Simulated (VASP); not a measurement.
CuO: vibrations by perturbation theory with LDA

Crystal: CuO.

```
Cu O
1.0
     0.00000    2.32725    2.32725
     2.32725    0.00000    2.32725
     2.32725    2.32725    0.00000
Cu O
1 1
Direct
  0.00000 0.00000 0.00000
  0.25000 0.25000 0.25000
```

- Program: VASP 6.6.1
- Task: vibrations by perturbation theory
- Functional: LDA
- Potentials or basis: VASP PAW LDA potentials, release 64 (Cu, O)
- Cutoff: 520 eV
- k mesh: 8 × 8 × 8
- Occupations: fermi-dirac, width 0.05 eV
- Spin: no spin polarisation
- Dipole correction: no
- Further INCAR settings: ALGO = Normal; EDIFF = 1e-08; NBANDS = 16; IBRION = 8; NSW = 1

```yaml
Highest_phonon_frequency_at_Γ_LO-TO_splitting_left_out: 207 cm⁻¹
```

Phonon frequencies in cm⁻¹ (negative: imaginary):
| q point | frequencies |
| --- | --- |
| (0.000, 0.000, 0.000) | 0 0 0 207 207 207 |

Run time: 66 s on 1 thread of AMD EPYC 9R45 96-Core Processor (Zen 5), on a shared host, peak memory 0.18 GiB.

Caveat: the cell wasn't relaxed at this level first, which shifts response properties.
